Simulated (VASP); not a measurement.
# Al6H in VASP: notebook

Al6H is run at these levels: PBE; tasks: single point.

All numbers are computed with VASP 6.6.1; they aren't measurements. Logs are shortened: lines on timing, memory, paths and dates and some standing lists are left out, and cuts for length are marked.

**1. The cell of the first run**

The cell holds a slab with vacuum, 14 atoms: a = 5.714 Å, b = 5.714 Å, c = 22.602 Å, α = 90.00°, β = 90.00°, γ = 120.00°.

**2. Single point, PBE**

INCAR

```
ALGO = Normal
DIPOL = 0.5 0.5 0.306
EDIFF = 1E-7
ENCUT = 520
GGA = PE
IDIPOL = 3
ISIF = 2
ISMEAR = 0
LASPH = True
LCHARG = False
LDIPOL = True
LREAL = False
LWAVE = False
NBANDS = 32
NELM = 60
PREC = Accurate
SIGMA = 0.1
```

KPOINTS

```
k-points
0
Gamma
  6 6 1
```

POSCAR

```
Al6H
1.0
    5.7143028096      0.0000000000      0.0000000000
   -2.8571514048      4.9487313980      0.0000000000
    0.0000000000      0.0000000000     22.6016424997
Al H
12 2
Direct
    0.3333333333      0.1666666667      0.1769782882
    0.3333333333      0.6666666667      0.1769782882
    0.8333333333      0.1666666667      0.1769782882
    0.8333333333      0.6666666667      0.1769782882
    0.1666666667      0.3333333333      0.2787817902
    0.1666666667      0.8333333333      0.2787817902
    0.6666666667      0.3333333333      0.2787817902
    0.6666666667      0.8333333333      0.2787817902
    0.0000000000      0.0000000000      0.3805759913
    0.0000000000      0.5000000000      0.3805759913
    0.5000000000      0.0000000000      0.3805759913
    0.5000000000      0.5000000000      0.3805759913
    0.2529210739      0.1666666667      0.4712773640
    0.4137455928      0.1666666667      0.4712773640
```

Potentials or basis: VASP PAW PBE potentials, release 64 (Al, H).

Launch:

```console
cat potpaw_PBE.64/Al/POTCAR potpaw_PBE.64/H/POTCAR > POTCAR
mpirun -np 1 vasp_std > vasp.out
```

OUTCAR:

```text
EDIFF = 1E-7
   ENCUT = 520
   GGA = PE
   ISIF = 2
   ISMEAR = 0
   LASPH = True
   LREAL = False
   NELM = 60
   PREC = Accurate

 ion  position               nearest neighbor table
   1  0.333  0.167  0.177-   5 2.83   6 2.83   7 2.83   4 2.86   2 2.86   2 2.86   4 2.86   3 2.86
                             3 2.86
   2  0.333  0.667  0.177-   6 2.83   5 2.83   8 2.83   3 2.86   1 2.86   1 2.86   3 2.86   4 2.86
                             4 2.86
   3  0.833  0.167  0.177-   7 2.83   8 2.83   5 2.83   4 2.86   2 2.86   4 2.86   2 2.86   1 2.86
                             1 2.86
   4  0.833  0.667  0.177-   8 2.83   7 2.83   6 2.83   3 2.86   1 2.86   3 2.86   1 2.86   2 2.86
                             2 2.86
   5  0.167  0.333  0.279-   9 2.83  12 2.83  10 2.83   1 2.83   2 2.83   3 2.83   8 2.86   6 2.86
                             6 2.86   8 2.86   7 2.86   7 2.86
   6  0.167  0.833  0.279-  10 2.83  11 2.83   9 2.83   2 2.83   1 2.83   4 2.83   7 2.86   5 2.86
                             5 2.86   7 2.86   8 2.86   8 2.86
   7  0.667  0.333  0.279-  11 2.83  10 2.83  12 2.83   3 2.83   4 2.83   1 2.83   8 2.86   6 2.86
                             8 2.86   6 2.86   5 2.86   5 2.86
   8  0.667  0.833  0.279-  12 2.83   9 2.83  11 2.83   4 2.83   3 2.83   2 2.83   7 2.86   5 2.86
                             7 2.86   5 2.86   6 2.86   6 2.86
   9  0.000  0.000  0.381-   5 2.83   8 2.83   6 2.83  10 2.86  12 2.86  10 2.86  12 2.86  11 2.86
                            11 2.86
  10  0.000  0.500  0.381-   6 2.83   7 2.83   5 2.83   9 2.86  11 2.86   9 2.86  11 2.86  12 2.86
                            12 2.86
  11  0.500  0.000  0.381-   7 2.83   6 2.83   8 2.83  10 2.86  12 2.86  12 2.86  10 2.86   9 2.86
                             9 2.86
  12  0.500  0.500  0.381-   8 2.83   5 2.83   7 2.83   9 2.86  11 2.86  11 2.86   9 2.86  10 2.86
                            10 2.86
  13  0.253  0.167  0.471-
  14  0.414  0.167  0.471-

  LATTYP: Found a hexagonal cell.
 ALAT       =     5.7143028096
 C/A-ratio  =     3.9552756045

  Lattice vectors:

 A1 = (   5.7143028096,   0.0000000000,   0.0000000000)
 A2 = (  -2.8571514048,   4.9487313980,   0.0000000000)
 A3 = (   0.0000000000,   0.0000000000,  22.6016424997)

Analysis of symmetry for initial positions (statically):
=====================================================================
 Subroutine PRICEL returns:
 Original cell was already a primitive cell.

 Routine SETGRP: Setting up the symmetry group for a
 hexagonal supercell.

 Subroutine GETGRP returns: Found  2 space group operations
 (whereof  1 operations were pure point group operations)
 out of a pool of 24 trial point group operations.

The static configuration has the point symmetry C_1 .
 The point group associated with its full space group is C_1h.

Analysis of symmetry for dynamics (positions and initial velocities):
=====================================================================
 Subroutine PRICEL returns:
 Original cell was already a primitive cell.

 Routine SETGRP: Setting up the symmetry group for a
 hexagonal supercell.

 Subroutine GETGRP returns: Found  2 space group operations
 (whereof  1 operations were pure point group operations)
 out of a pool of 24 trial point group operations.

The dynamic configuration has the point symmetry C_1 .
 The point group associated with its full space group is C_1h.

 Subroutine INISYM returns: Found  2 space group operations
 (whereof  1 operations are pure point group operations),
 and found     1 'primitive' translations

----------------------------------------------------------------------------------------

                                     Primitive cell

  volume of cell :     639.1417

  direct lattice vectors                    reciprocal lattice vectors
     5.714302810  0.000000000  0.000000000     0.174999476  0.101035995  0.000000000
    -2.857151405  4.948731398  0.000000000     0.000000000  0.202071990  0.000000000
     0.000000000  0.000000000 22.601642500     0.000000000  0.000000000  0.044244572

  length of vectors
     5.714302810  5.714302810 22.601642500     0.202071990  0.202071990  0.044244572

  position of ions in fractional coordinates (direct lattice)
     0.333333333  0.166666667  0.176978288
     0.333333333  0.666666667  0.176978288
     0.833333333  0.166666667  0.176978288
     0.833333333  0.666666667  0.176978288
     0.166666667  0.333333333  0.278781790
     0.166666667  0.833333333  0.278781790
     0.666666667  0.333333333  0.278781790
     0.666666667  0.833333333  0.278781790
     0.000000000  0.000000000  0.380575991
     0.000000000  0.500000000  0.380575991
     0.500000000  0.000000000  0.380575991
     0.500000000  0.500000000  0.380575991
     0.252921074  0.166666667  0.471277364
     0.413745593  0.166666667  0.471277364

  ion indices of the primitive-cell ions
   primitive index   ion index
                 1           1
                 2           2
                 3           3
                 4           4
                 5           5
                 6           6
                 7           7
                 8           8
                 9           9
                10          10
                11          11
                12          12
                13          13
                14          14

----------------------------------------------------------------------------------------

 KPOINTS: k-points

Automatic generation of k-mesh.
 Grid dimensions read from file:
 generate k-points for:    6    6    1

 Generating k-lattice:

  Cartesian coordinates                     Fractional coordinates (reciprocal lattice)
     0.029166579  0.016839332  0.000000000     0.166666667  0.000000000  0.000000000
     0.000000000  0.033678665  0.000000000     0.000000000  0.166666667  0.000000000
     0.000000000  0.000000000  0.044244572     0.000000000  0.000000000  1.000000000

  Length of vectors
     0.033678665  0.033678665  0.044244572

  Shift w.r.t. Gamma in fractional coordinates (k-lattice)
     0.000000000  0.000000000  0.000000000

 Subroutine IBZKPT returns following result:
 ===========================================

 Found     13 irreducible k-points:

 Following reciprocal coordinates:
            Coordinates               Weight
  0.000000  0.000000  0.000000      1.000000
  0.166667 -0.000000  0.000000      4.000000
  0.000000  0.166667  0.000000      2.000000
  0.333333 -0.000000  0.000000      4.000000
  0.000000  0.333333  0.000000      2.000000
  0.500000  0.000000  0.000000      2.000000
  0.000000  0.500000  0.000000      1.000000
  0.166667  0.166667  0.000000      4.000000
 -0.333333  0.166667  0.000000      2.000000
  0.333333  0.166667  0.000000      4.000000
 -0.166667  0.500000  0.000000      4.000000
  0.500000  0.333333  0.000000      4.000000
  0.333333  0.333333  0.000000      2.000000
   k-points           NKPTS =     13   k-points in BZ     NKDIM =     13   number of bands    NBANDS=     32
   number of dos      NEDOS =    301   number of ions     NIONS =     14
   total plane-waves  NPLWV = 296352
   dimension x,y,z NGX =    42 NGY =   42 NGZ =  168
   dimension x,y,z NGXF=    84 NGYF=   84 NGZF=  336
   ions per type =              12   2
   NGX,Y,Z   is equivalent  to a cutoff of  12.22, 12.22, 12.36 a.u.
   NGXF,Y,Z  is equivalent  to a cutoff of  24.44, 24.44, 24.71 a.u.
 SYSTEM =  unknown system
   PREC   = accura    normal or accurate (medium, high low for compatibility)
   ISTART =      0    job   : 0-new  1-cont  2-samecut
   ICHARG =      2    charge: 1-file 2-atom 10-const
   ISPIN  =      1    spin polarized calculation?
   LNONCOLLINEAR =      F non collinear calculations
   LSORBIT =      F    spin-orbit coupling
   LASPH  =      T    aspherical Exc in radial PAW
   ENCUT  =  520.0 eV  38.22 Ry    6.18 a.u.  10.62 10.62 42.02*2*pi/ulx,y,z
   NELM   =     60;   NELMIN=  2; NELMDL= -5     # of ELM steps
   EDIFF  = 0.1E-06   stopping-criterion for ELM
   LREAL  =      F    real-space projection
   EDIFFG = 0.1E-05   stopping-criterion for IOM
   NSW    =      0    number of steps for IOM
   IBRION =     -1    ionic relax: 0-MD 1-quasi-New 2-CG
   NFREE  =      0    steps in history (QN), initial steepest desc. (CG)
   ISIF   =      2    stress and relaxation
   ISYM   =      2    0-nonsym 1-usesym 2-fastsym
   POTIM  = 0.5000    time-step for ionic-motion
   TEBEG  =    0.0;   TEEND  =   0.0 temperature during run
   PSTRESS=    0.0 pullay stress
   NELECT =      38.0000    total number of electrons
   NUPDOWN=      -1.0000    fix difference up-down
   EMIN   =  10.00;   EMAX   =-10.00  energy-range for DOS
   EFERMI =   0.00;   METHOD = LEGACY
   ISMEAR =     0;   SIGMA  =   0.10  broadening in eV -4-tet -1-fermi 0-gaus
   EFERMI_NEDOS =   21; number of points for ismear=-14 and -15
   IALGO  =     38    algorithm
   IMIX   =      4    mixing-type and parameters
     AMIX     =   0.40;   BMIX     =  1.00
     AMIX_MAG =   1.60;   BMIX_MAG =  1.00
  volume/ion in A,a.u.               =      45.65       308.08
  Fermi-wavevector in a.u.,A,eV,Ry     =   0.638955  1.207450  5.554763  0.408264
  Thomas-Fermi vector in A             =   1.704469
   LORBIT       =      0    0 simple, 1 ext, 2 COOP (PROOUT), +10 PAW based schemes
   GGA     = PE    functional components
   LHFCALC =     F    Hartree Fock is set to
   AEXX    =    0.0000 exact exchange contribution
   IVDW    =     0    specifies the selected vdW correction
   LEPSILON=     F    determine dielectric tensor
   LRPA    =     F    only Hartree local field effects (RPA)
 non-spin polarized calculation
 Gauss-broadening in eV      SIGMA  =   0.10
  energy-cutoff  :      520.00
  volume of cell :      639.14
 maximum number of plane-waves:     17305
   NGX = 21   NGY = 21   NGZ = 85

 dipolmoment           0.000000      0.000000     -0.000500 electrons x Angstroem

 number of electron      38.0000001 magnetization

 dipolmoment           0.000000      0.000000      0.003076 electrons x Angstroem

 Free energy of the ion-electron system (eV)
  ---------------------------------------------------
  ext. energy  EPLUGINS =         0.00000000
  ---------------------------------------------------
  free energy    TOTEN  =       -48.14825150 eV

  energy without entropy =      -48.11522113  energy(sigma->0) =      -48.13173631

 E-fermi :  -0.2005     XC(G=0):  -4.0881

 val. band max:       -0.2123343931   @ k =  -0.3333   0.1667   0.0000
 cond. band min:      -0.1752825256   @ k =  -0.1667   0.5000   0.0000
 fundamental gap:      0.0370518675
 Fermi energy:        -0.2004687679

 k-point     1 :       0.0000    0.0000    0.0000
  band No.  band energies     occupation
      1     -10.7705      2.00000
      2      -9.1697      2.00000
      3      -7.3932      2.00000
      4      -5.8279      2.00000
      5      -4.8803      2.00000
      6      -4.8802      2.00000
[... 23 lines left out ...]
     30       2.4538      0.00000
     31       3.3479      0.00000
[... 376 lines left out ...]
  band No.  band energies     occupation
      1      -8.8356      2.00000
      2      -8.7677      2.00000
      3      -8.7603      2.00000
      4      -7.7359      2.00000
      5      -7.0830      2.00000
      6      -7.0748      2.00000
[... 23 lines left out ...]
     30       3.1168      0.00000
     31       3.3259      0.00000
 [bands above 31 left out]

------------------------ aborting loop because EDIFF is reached ----------------------------------------

 vacuum level on the upper side and lower side of the slab       (xc-potential included)        -0.016        -0.036

  FORCE on cell =-STRESS in cart. coord.  units (eV):
  Direction    XX          YY          ZZ          XY          YZ          ZX
  --------------------------------------------------------------------------------------
  -------------------------------------------------------------------------------------
  Total       -5.3510388     -3.5082577      2.7024791      0.0000000     -0.2062174      0.0000000
  in kB      -13.4137913     -8.7943742      6.7744772      0.0000000     -0.5169383      0.0000000
  external PRESSURE =      -5.1445628 kB  Pullay stress =       0.0000000 kB

 VOLUME and BASIS-vectors are now :
 -----------------------------------------------------------------------------
  energy-cutoff  :      520.00
  volume of cell :      639.14
      direct lattice vectors                 reciprocal lattice vectors
     5.714302810  0.000000000  0.000000000     0.174999476  0.101035995  0.000000000
    -2.857151405  4.948731398  0.000000000     0.000000000  0.202071990  0.000000000
     0.000000000  0.000000000 22.601642500     0.000000000  0.000000000  0.044244572

 POSITION                                       TOTAL-FORCE (eV/Angst)
 -----------------------------------------------------------------------------------
      1.42858      0.82479      4.00000        -0.000000      0.006844     -0.045285
     -0.00000      3.29915      4.00000        -0.041715     -0.036159     -0.064660
      4.28573      0.82479      4.00000        -0.000000      0.065336     -0.055421
      2.85715      3.29915      4.00000         0.041715     -0.036159     -0.064660
      0.00000      1.64958      6.30093         0.034929      0.016855     -0.048335
     -1.42858      4.12394      6.30093        -0.000000      0.033338     -0.045311
      2.85715      1.64958      6.30093        -0.034929      0.016855     -0.048335
      1.42858      4.12394      6.30093        -0.000000     -0.011714      0.076587
      0.00000      0.00000      8.60164        -0.124305     -0.053581     -0.155209
     -1.42858      2.47437      8.60164        -0.000000     -0.004518      0.098246
      2.85715      0.00000      8.60164         0.124305     -0.053581     -0.155209
      1.42858      2.47437      8.60164        -0.000000      0.095301     -0.237106
      0.96908      0.82479     10.65164         2.570834     -0.019408      0.372348
      1.88808      0.82479     10.65164        -2.570834     -0.019408      0.372348
 -----------------------------------------------------------------------------------
    total drift:                               -0.000000     -0.000015      0.000058

  FREE ENERGIE OF THE ION-ELECTRON SYSTEM (eV)
  ---------------------------------------------------
  free  energy   TOTEN  =       -48.1482514957 eV

  energy  without entropy=      -48.1152211331  energy(sigma->0) =      -48.13173631

 vacuum level on the upper side and lower side of the slab         3.789         3.772
```

Wall time 9.8 min (1 thread of Intel Xeon Platinum 8259CL at 2.50GHz (Skylake/Cascade Lake), shared host); peak memory 0.72 GiB.

Results:

| Quantity | Value |
| --- | --- |
| Free energy | -48.1483 eV |
| Largest force | 2.598 eV/Å |
| Band gap on the k mesh | zero (bands 19 and 20 overlap by 0.94 eV) |

Forces on the atoms (eV/Å):
```
Al   0.000  0.007 -0.045
Al  -0.042 -0.036 -0.065
Al   0.000  0.065 -0.055
Al   0.042 -0.036 -0.065
Al   0.035  0.017 -0.048
Al   0.000  0.033 -0.045
Al  -0.035  0.017 -0.048
Al   0.000 -0.012  0.077
Al  -0.124 -0.054 -0.155
Al   0.000 -0.005  0.098
Al   0.124 -0.054 -0.155
Al   0.000  0.095 -0.237
H    2.571 -0.019  0.372
H   -2.571 -0.019  0.372
```

Levels at points of the mesh, in eV from the Fermi level:
```tsv
k point	band 16	band 17	band 18	band 19	band 20	band 21	band 22	band 23
(0.00, 0.00, 0.00)	-2.73	-2.44	-0.56	-0.41	-0.28	-0.26	-0.18	-0.12
(0.50, 0.00, 0.00)	-0.47	-0.46	-0.21	-0.17	0.88	0.95	1.12	1.37
(0.00, 0.50, 0.00)	-0.47	-0.46	-0.21	-0.17	0.80	0.96	0.99	1.36
```

**3. Single point, PBE**

INCAR

```
SYSTEM = Al6H
  PREC = Accurate
  ENCUT = 520
  EDIFF = 1E-6
  ISMEAR = 0
  SIGMA = 0.1
  LREAL = .FALSE.
  LASPH = .TRUE.
  NELM = 80
  ALGO = Normal
  ISIF = 2
  LWAVE = .FALSE.
  LCHARG = .TRUE.
  LDIPOL = .TRUE.
  IDIPOL = 3
  DIPOL = 0.5 0.5 0.304
  GGA = PE
  LELF = .TRUE.
  LVHAR = .TRUE.
  LVACPOTAV = .TRUE.
  NBANDS = 32
```

KPOINTS

```
Automatic mesh
0
G
  6 6 1
  0 0 0
```

POSCAR: that of step 2 with these lines changed.

```diff
@@ -20,3 +20,3 @@
     0.5000000000      0.5000000000      0.3805759913
-    0.2529210739      0.1666666667      0.4712773640
-    0.4137455928      0.1666666667      0.4712773640
+    0.1014590270      0.1666666667      0.4571191010
+    0.5652076396      0.1666666667      0.4571191010
```

Potentials or basis: VASP PAW PBE potentials, release 64 (Al, H).

Launch:

```console
cat potpaw_PBE.64/Al/POTCAR potpaw_PBE.64/H/POTCAR > POTCAR
mpirun -np 1 vasp_std > vasp.out
```

Wall time 11 min (1 thread of Intel Xeon Platinum 8488C (Sapphire Rapids), shared host); peak memory 0.72 GiB.

The run converged. Its results:

| Quantity | Value |
| --- | --- |
| Free energy | -47.4294 eV |
| Largest force | 1.476 eV/Å |
| Band gap on the k mesh | zero (bands 19 and 20 overlap by 0.75 eV) |

Forces on the atoms (eV/Å):
```
Al   0.000 -0.014 -0.102
Al  -0.004  0.011 -0.179
Al   0.000 -0.008 -0.107
Al   0.004  0.011 -0.179
Al  -0.011  0.234  0.185
Al   0.000 -0.184 -0.024
Al   0.011  0.234  0.185
Al   0.000 -0.174 -0.067
Al  -0.004  0.314  1.442
Al   0.000  0.149  0.008
Al   0.004  0.314  1.442
Al   0.000  0.119  0.124
H   -0.079 -0.503 -1.364
H    0.079 -0.503 -1.364
```

Levels at points of the mesh, in eV from the Fermi level:
```tsv
k point	band 15	band 16	band 17	band 18	band 19	band 20	band 21	band 22
(0.00, 0.00, 0.00)	-2.82	-2.78	-1.89	-1.22	-0.42	-0.30	-0.21	-0.13
(0.50, 0.00, 0.00)	-0.57	-0.56	-0.43	-0.39	0.04	0.06	0.97	0.99
(0.00, 0.50, 0.00)	-0.77	-0.55	-0.52	-0.28	-0.21	0.24	0.89	0.93
```
